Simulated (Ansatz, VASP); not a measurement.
## Al: VASP beside Ansatz

INCAR

```
PREC     = Accurate       # precision mode
ENCUT    = 520            # plane-wave cutoff, eV
EDIFF    = 1E-6           # SCF threshold, eV
ISMEAR   = 0              # smearing method
SIGMA    = 0.15           # smearing width, eV
LREAL    = F              # projectors in reciprocal space
LASPH    = T              # aspherical terms in the spheres
NELM     = 80             # most SCF steps
ALGO     = Normal         # electronic algorithm
ISIF     = 2              # what is computed and relaxed
LWAVE    = F              # write WAVECAR
LCHARG   = T              # write CHGCAR
GGA      = PS             # functional
LELF     = T              # ELF
LVHAR    = T            
NBANDS   = 10             # bands
```

Contents of KPOINTS:

```
Automatic mesh
0
Gamma
  18 18 10
```

The input POSCAR:

```
Al
1.0
    2.9694000000      0.0000000000      0.0000000000
   -1.4847000000      2.5715758340      0.0000000000
    0.0000000000      0.0000000000      4.4157000000
Al
2
Direct
    0.6666666667      0.3333333333      0.7500000000
    0.3333333333      0.6666666667      0.2500000000
```

Input for Ansatz:

```yaml
crystal:
  lattice:
    - [2.9694, 0.0, 0.0]
    - [-1.4847, 2.571575834, 0.0]
    - [0.0, 0.0, 4.4157]
  atoms:
    - { symbol: Al, position: [0.6666666667, 0.3333333333, 0.75] }
    - { symbol: Al, position: [0.3333333333, 0.6666666667, 0.25] }
basis:
  ecutwfc: 420
kpoints:
  mp_grid: { grid: [18, 18, 10] }
hamiltonian:
  xc: pbesol
  pseudopotentials: { kind: paw, azcp: { folder: soft_1 } }
scf:
  occupations: { method: gaussian, width: 0.15 }
output:
  forces: true
  stress: true
  eigenvalues: true
```

Alike in both runs: task single point; functional PBEsol; k mesh 18 × 18 × 10; occupations gaussian, width 0.15 eV; no spin polarisation.

```csv
,VASP,Ansatz
version,VASP 6.6.1,Ansatz 0.2.0
potentials or method,"VASP PAW PBE potentials, release 64 (Al), cutoff 520 eV","scalar-relativistic, plane waves, PAW"
valence electrons in the cell,6,6
```

VASP gave:

* gap on the k mesh at the Fermi level (eV): none
* pressure (GPa): -1.5
* traceless stress, the component that is largest in VASP (GPa): 4.14

**Question.** Which values does Ansatz return?

**Answer.** gap on the k mesh at the Fermi level (eV): none; pressure (GPa): -1.6; traceless stress, the component that is largest in VASP (GPa): 4.10.

VASP's potentials were made for PBE, not for PBEsol, and Ansatz warns of the same on its side. A gap of «none» marks a metal or a gap that the smearing closes.
